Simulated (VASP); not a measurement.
# KF (R-3m) in VASP: single point with HSE06

Aim: the single point of KF with HSE06.

Program: VASP 6.6.1. These are calculated values, not measurements. Logs are shortened: lines on timing, memory, paths and dates and some standing lists are left out, and cuts for length are marked.

### 1 The cell of the first run

It takes space group R-3m (No. 166, trigonal). The conventional cell has a = 3.685 Å, b = 3.685 Å, c = 9.400 Å, α = 90.00°, β = 90.00°, γ = 120.00°. Within 3.5 Å of K (site symmetry -3m) lie 6 F at 2.64 Å. Within 3.5 Å of F (site symmetry -3m) lie 6 K at 2.64 Å.

### 2 Single point, HSE06 (epitaxial 111 strain -2.0%)

File POSCAR:

```
KF
1.0
    0.0719151009      2.6776964606      2.6776964606
    2.6776964606      0.0719151009      2.6776964606
    2.6776964606      2.6776964606      0.0719151009
K F
1 1
Direct
    0.0000000000      0.0000000000      0.0000000000
    0.5000000000      0.5000000000      0.5000000000
```

File INCAR.step1:

```
PREC = Accurate ; ENCUT = 520
EDIFF = 1E-5 ; ISMEAR = 0
SIGMA = 0.01 ; LREAL = F
LASPH = T ; NELM = 80
ALGO = Normal ; ISIF = 2
LWAVE = T ; LCHARG = F
NBANDS = 15 ; GGA = PE
```

File INCAR.step2:

```
PREC = Accurate ; ENCUT = 520
EDIFF = 1E-6 ; ISMEAR = 0
SIGMA = 0.01 ; LREAL = F
LASPH = T ; NELM = 80
ALGO = Normal ; ISIF = 2
LWAVE = F ; LCHARG = F
GGA = PE ; LHFCALC = T
HFSCREEN = 0.2079 ; PRECFOCK = Normal
NBANDS = 15 ; ISTART = 1
```

File KPOINTS:

```
regular mesh
0
Gamma
  6 6 6
```

Potentials or basis: VASP PAW PBE potentials, release 64 (K_sv, F).

Command:

```console
$ cat potpaw_PBE.64/K_sv/POTCAR potpaw_PBE.64/F/POTCAR > POTCAR
$ cp INCAR.step1 INCAR
$ mpirun -np 1 vasp_std > vasp.out
$ cp INCAR.step2 INCAR
$ mpirun -np 1 vasp_std > vasp.out
```

OUTCAR:

```text
PREC = Accurate
   ENCUT = 520
   EDIFF = 1E-6
   ISMEAR = 0
   LREAL = F
   LASPH = T
   NELM = 80
   ISIF = 2
   GGA = PE
   LHFCALC = T
   HFSCREEN = 0.2079
   PRECFOCK = Normal
   ISTART = 1

 ion  position               nearest neighbor table
   1  0.000  0.000  0.000-   2 2.64   2 2.64   2 2.64   2 2.64   2 2.64   2 2.64
   2  0.500  0.500  0.500-   1 2.64   1 2.64   1 2.64   1 2.64   1 2.64   1 2.64

  LATTYP: Found a trigonal (rhomboedric) cell.
 ALAT       =     3.7875174524
 COS(alpha) =     0.5266671341

  Lattice vectors:

 A1 = (   0.0719151009,   2.6776964606,   2.6776964606)
 A2 = (   2.6776964606,   0.0719151009,   2.6776964606)
 A3 = (   2.6776964606,   2.6776964606,   0.0719151009)

Analysis of symmetry for initial positions (statically):
=====================================================================
 Subroutine PRICEL returns:
 Original cell was already a primitive cell.

 Routine SETGRP: Setting up the symmetry group for a
 trigonal (rhombohedral) supercell.

 Subroutine GETGRP returns: Found 12 space group operations
 (whereof 12 operations were pure point group operations)
 out of a pool of 12 trial point group operations.

The static configuration has the point symmetry D_3d.

Analysis of symmetry for dynamics (positions and initial velocities):
=====================================================================
 Subroutine PRICEL returns:
 Original cell was already a primitive cell.

 Routine SETGRP: Setting up the symmetry group for a
 trigonal (rhombohedral) supercell.

 Subroutine GETGRP returns: Found 12 space group operations
 (whereof 12 operations were pure point group operations)
 out of a pool of 12 trial point group operations.

The dynamic configuration has the point symmetry D_3d.

 Subroutine INISYM returns: Found 12 space group operations
 (whereof 12 operations are pure point group operations),
 and found     1 'primitive' translations

----------------------------------------------------------------------------------------

                                     Primitive cell

  volume of cell :      36.8519

  direct lattice vectors                    reciprocal lattice vectors
     0.071915101  2.677696461  2.677696461    -0.194423565  0.189338486  0.189338486
     2.677696461  0.071915101  2.677696461     0.189338486 -0.194423565  0.189338486
     2.677696461  2.677696461  0.071915101     0.189338486  0.189338486 -0.194423565

  length of vectors
     3.787517452  3.787517452  3.787517452     0.330905799  0.330905799  0.330905799

  position of ions in fractional coordinates (direct lattice)
     0.000000000  0.000000000  0.000000000
     0.500000000  0.500000000  0.500000000

  ion indices of the primitive-cell ions
   primitive index   ion index
                 1           1
                 2           2

----------------------------------------------------------------------------------------

 KPOINTS: regular mesh

Automatic generation of k-mesh.
 Grid dimensions read from file:
 generate k-points for:    6    6    6

 Generating k-lattice:

  Cartesian coordinates                     Fractional coordinates (reciprocal lattice)
    -0.032403927  0.031556414  0.031556414     0.166666667  0.000000000 -0.000000000
     0.031556414 -0.032403927  0.031556414     0.000000000  0.166666667 -0.000000000
     0.031556414  0.031556414 -0.032403927     0.000000000  0.000000000  0.166666667

  Length of vectors
     0.055150966  0.055150966  0.055150966

  Shift w.r.t. Gamma in fractional coordinates (k-lattice)
     0.000000000  0.000000000  0.000000000

 Subroutine IBZKPT returns following result:
 ===========================================

 Found     32 irreducible k-points:

 Following reciprocal coordinates:
            Coordinates               Weight
  0.000000  0.000000  0.000000      1.000000
  0.166667 -0.000000 -0.000000      6.000000
  0.333333  0.000000  0.000000      6.000000
  0.500000 -0.000000 -0.000000      3.000000
  0.166667  0.166667  0.000000      6.000000
  0.333333  0.166667 -0.000000     12.000000
[... 16 lines left out ...]
  0.500000  0.500000  0.166667      6.000000
 -0.333333  0.500000  0.166667     12.000000
 [... further k-points ...]
   k-points           NKPTS =     32   k-points in BZ     NKDIM =    216   number of bands    NBANDS=     15
   number of dos      NEDOS =    301   number of ions     NIONS =      2
   total plane-waves  NPLWV =  21952
   dimension x,y,z NGX =    28 NGY =   28 NGZ =   28
   dimension x,y,z NGXF=    56 NGYF=   56 NGZF=   56
   ions per type =               1   1
   NGX,Y,Z   is equivalent  to a cutoff of  12.29, 12.29, 12.29 a.u.
   NGXF,Y,Z  is equivalent  to a cutoff of  24.58, 24.58, 24.58 a.u.
 SYSTEM =  unknown system
   PREC   = accura    normal or accurate (medium, high low for compatibility)
   ISTART =      1    job   : 0-new  1-cont  2-samecut
   ICHARG =      0    charge: 1-file 2-atom 10-const
   ISPIN  =      1    spin polarized calculation?
   LNONCOLLINEAR =      F non collinear calculations
   LSORBIT =      F    spin-orbit coupling
   LASPH  =      T    aspherical Exc in radial PAW
   ENCUT  =  520.0 eV  38.22 Ry    6.18 a.u.   7.04  7.04  7.04*2*pi/ulx,y,z
   NELM   =     80;   NELMIN=  2; NELMDL=  0     # of ELM steps
   EDIFF  = 0.1E-05   stopping-criterion for ELM
   LREAL  =      F    real-space projection
   EDIFFG = 0.1E-04   stopping-criterion for IOM
   NSW    =      0    number of steps for IOM
   IBRION =     -1    ionic relax: 0-MD 1-quasi-New 2-CG
   NFREE  =      0    steps in history (QN), initial steepest desc. (CG)
   ISIF   =      2    stress and relaxation
   ISYM   =      3    0-nonsym 1-usesym 2-fastsym
   POTIM  = 0.5000    time-step for ionic-motion
   TEBEG  =    0.0;   TEEND  =   0.0 temperature during run
   PSTRESS=    0.0 pullay stress
   NELECT =      16.0000    total number of electrons
   NUPDOWN=      -1.0000    fix difference up-down
   EMIN   =  10.00;   EMAX   =-10.00  energy-range for DOS
   EFERMI =   0.00;   METHOD = LEGACY
   ISMEAR =     0;   SIGMA  =   0.01  broadening in eV -4-tet -1-fermi 0-gaus
   EFERMI_NEDOS =   21; number of points for ismear=-14 and -15
   IALGO  =     38    algorithm
   IMIX   =      1    mixing-type and parameters
     AMIX     =   0.40;   BMIX     =  1.00
     AMIX_MAG =   1.60;   BMIX_MAG =  1.00
  volume/ion in A,a.u.               =      18.43       124.34
  Fermi-wavevector in a.u.,A,eV,Ry     =   1.239637  2.342575 20.908086  1.536701
  Thomas-Fermi vector in A             =   2.374112
   LORBIT       =      0    0 simple, 1 ext, 2 COOP (PROOUT), +10 PAW based schemes
   GGA     = PE    functional components
   LHFCALC =     T    Hartree Fock is set to
   PRECFOCK=normal    Normal, Fast or Accurate (Low or Medium for compatibility)
   ENCUT4O =  -1.0   cutoff for four orbital integrals eV
   NKREDX  =     1    reduce k-point grid by
   NKREDY  =     1    reduce k-point grid by
   NKREDZ  =     1    reduce k-point grid by
   AEXX    =    0.2500 exact exchange contribution
   HFSCREEN=    0.2079 screening length (either q_TF or 0.3 A-1)
   HFSCREENC=   0.2079 screening length for correlation (either q_TF or 0.3 A-1)
   ENCUTFOCK=  -1.0 apply spherical cutoff to Coloumb kernel
   IVDW    =     0    specifies the selected vdW correction
   LEPSILON=     F    determine dielectric tensor
   LRPA    =     F    only Hartree local field effects (RPA)
 non-spin polarized calculation
 Gauss-broadening in eV      SIGMA  =   0.01
  energy-cutoff  :      520.00
  volume of cell :       36.85
 maximum number of plane-waves:      1012
  NGX = 24; NGY = 24; NGZ = 24

 number of electron      16.0000008 magnetization

 Free energy of the ion-electron system (eV)
  ---------------------------------------------------
  ext. energy  EPLUGINS =         0.00000000
  ---------------------------------------------------
  free energy    TOTEN  =        -9.95058004 eV

  energy without entropy =       -9.95058004  energy(sigma->0) =       -9.95058004

 E-fermi :  -4.1430     XC(G=0):  -7.0675

 val. band max:       -4.2848760385   @ k =   0.0000   0.0000   0.0000
 cond. band min:       4.0542133861   @ k =   0.0000   0.0000   0.0000
 fundamental gap:      8.3390894247
 Fermi energy:        -4.1430404103

 k-point     1 :       0.0000    0.0000    0.0000
  band No.  band energies     occupation
      1     -31.8563      2.00000
      2     -24.5177      2.00000
      3     -13.7368      2.00000
      4     -13.7098      2.00000
      5     -13.7098      2.00000
      6      -4.3235      2.00000
      7      -4.2849      2.00000
      8      -4.2849      2.00000
      9       4.0542      0.00000
     10       8.5257      0.00000
     11       8.9550      0.00000
     12       8.9550      0.00000
     13      10.7141      0.00000
     14      10.7141      0.00000
     15      14.8168      0.00000

 k-point     2 :       0.1667   -0.0000   -0.0000
  band No.  band energies     occupation
      1     -31.8258      2.00000
      2     -24.5434      2.00000
      3     -13.7935      2.00000
      4     -13.7390      2.00000
      5     -13.7231      2.00000
      6      -4.5283      2.00000
      7      -4.4245      2.00000
      8      -4.3817      2.00000
      9       4.8450      0.00000
     10       8.4018      0.00000
     11       8.9857      0.00000
     12       9.3893      0.00000
     13      10.9800      0.00000
     14      11.0006      0.00000
     15      16.2815      0.00000

 k-point     3 :       0.3333    0.0000    0.0000
  band No.  band energies     occupation
      1     -31.7640      2.00000
      2     -24.5957      2.00000
      3     -13.9557      2.00000
      4     -13.7493      2.00000
      5     -13.7466      2.00000
      6      -4.9426      2.00000
      7      -4.6293      2.00000
      8      -4.5697      2.00000
      9       6.4913      0.00000
     10       8.1195      0.00000
     11       9.8384      0.00000
     12      10.2697      0.00000
     13      11.8493      0.00000
     14      11.9462      0.00000
     15      16.5208      0.00000

 k-point     4 :       0.5000   -0.0000   -0.0000
  band No.  band energies     occupation
      1     -31.7325      2.00000
      2     -24.6222      2.00000
      3     -14.0362      2.00000
      4     -13.7622      2.00000
      5     -13.7500      2.00000
      6      -5.1274      2.00000
      7      -4.7288      2.00000
      8      -4.6610      2.00000
      9       7.0901      0.00000
     10       8.6790      0.00000
     11      10.2368      0.00000
     12      10.6431      0.00000
     13      12.8615      0.00000
     14      13.0351      0.00000
     15      14.9656      0.00000
[... 307 lines left out ...]
 k-point    22 :      -0.1667    0.3333    0.1667
  band No.  band energies     occupation
      1     -31.7307      2.00000
      2     -24.5816      2.00000
      3     -14.0789      2.00000
      4     -13.9874      2.00000
      5     -13.8075      2.00000
      6      -4.8219      2.00000
      7      -4.6116      2.00000
      8      -4.3941      2.00000
      9       7.1833      0.00000
     10       7.5109      0.00000
     11      10.0866      0.00000
     12      11.2474      0.00000
     13      11.7414      0.00000
     14      13.1328      0.00000
     15      14.8089      0.00000

 k-point    23 :       0.5000    0.5000    0.1667
  band No.  band energies     occupation
      1     -31.7217      2.00000
      2     -24.5695      2.00000
      3     -14.2353      2.00000
      4     -13.9635      2.00000
      5     -13.8955      2.00000
      6      -4.5782      2.00000
      7      -4.4806      2.00000
      8      -4.4024      2.00000
      9       6.5500      0.00000
     10       8.2151      0.00000
     11       9.7875      0.00000
     12      11.8401      0.00000
     13      12.4378      0.00000
     14      13.0576      0.00000
     15      14.0017      0.00000

 k-point    24 :      -0.3333    0.5000    0.1667
  band No.  band energies     occupation
      1     -31.7094      2.00000
      2     -24.5681      2.00000
      3     -14.2760      2.00000
      4     -14.0642      2.00000
      5     -13.8472      2.00000
      6      -4.6411      2.00000
      7      -4.4689      2.00000
      8      -4.3992      2.00000
      9       6.8591      0.00000
     10       8.6903      0.00000
     11       9.2164      0.00000
     12      12.0318      0.00000
     13      12.7880      0.00000
     14      13.5806      0.00000
     15      13.9133      0.00000

 [... further k-points ...]

------------------------ aborting loop because EDIFF is reached ----------------------------------------

  FORCE on cell =-STRESS in cart. coord.  units (eV):
  Direction    XX          YY          ZZ          XY          YZ          ZX
  --------------------------------------------------------------------------------------
  -------------------------------------------------------------------------------------
  Total        0.4270396      0.4270396      0.4270396     -0.0896681     -0.0896681     -0.0896681
  in kB       18.5659986     18.5659986     18.5659986     -3.8984173     -3.8984173     -3.8984173
  external PRESSURE =      18.5659986 kB  Pullay stress =       0.0000000 kB

 VOLUME and BASIS-vectors are now :
 -----------------------------------------------------------------------------
  energy-cutoff  :      520.00
  volume of cell :       36.85
      direct lattice vectors                 reciprocal lattice vectors
     0.071915101  2.677696461  2.677696461    -0.194423565  0.189338486  0.189338486
     2.677696461  0.071915101  2.677696461     0.189338486 -0.194423565  0.189338486
     2.677696461  2.677696461  0.071915101     0.189338486  0.189338486 -0.194423565

 POSITION                                       TOTAL-FORCE (eV/Angst)
 -----------------------------------------------------------------------------------
      0.00000      0.00000      0.00000         0.000000     -0.000000      0.000000
      2.71365      2.71365      2.71365        -0.000000      0.000000     -0.000000
 -----------------------------------------------------------------------------------
    total drift:                               -0.000001     -0.000001     -0.000001

  FREE ENERGIE OF THE ION-ELECTRON SYSTEM (eV)
  ---------------------------------------------------
  free  energy   TOTEN  =        -9.9505800433 eV

  energy  without entropy=       -9.9505800433  energy(sigma->0) =       -9.95058004
```

Wall time 49 min (1 thread of Intel Xeon Platinum 8375C at 2.90GHz (Ice Lake), shared host); peak memory 0.29 GiB.

Results:

| Item | Value |
| --- | --- |
| Free energy | -9.9506 eV |
| Pressure | 1.9 GPa |
| Band gap on the k mesh | 8.34 eV |

Levels at points of the mesh, in eV from the valence-band top:
```csv
k point,band 6,band 7,band 8,band 9,band 10,band 11
"(0.00, 0.00, 0.00)",-0.04,0.00,0.00,8.34,12.81,13.24
"(0.50, 0.00, 0.00)",-0.84,-0.44,-0.38,11.38,12.96,14.52
"(0.50, 0.50, 0.00)",-0.20,-0.07,-0.04,10.33,12.81,14.21
"(0.50, 0.50, 0.50)",-0.84,-0.34,-0.34,11.23,12.81,14.64
```

Caveat: the cell differs from its parent crystal (epitaxial 111 strain -2.0%); the PAW data sets were made with another functional, which shifts forces and pressure a little.
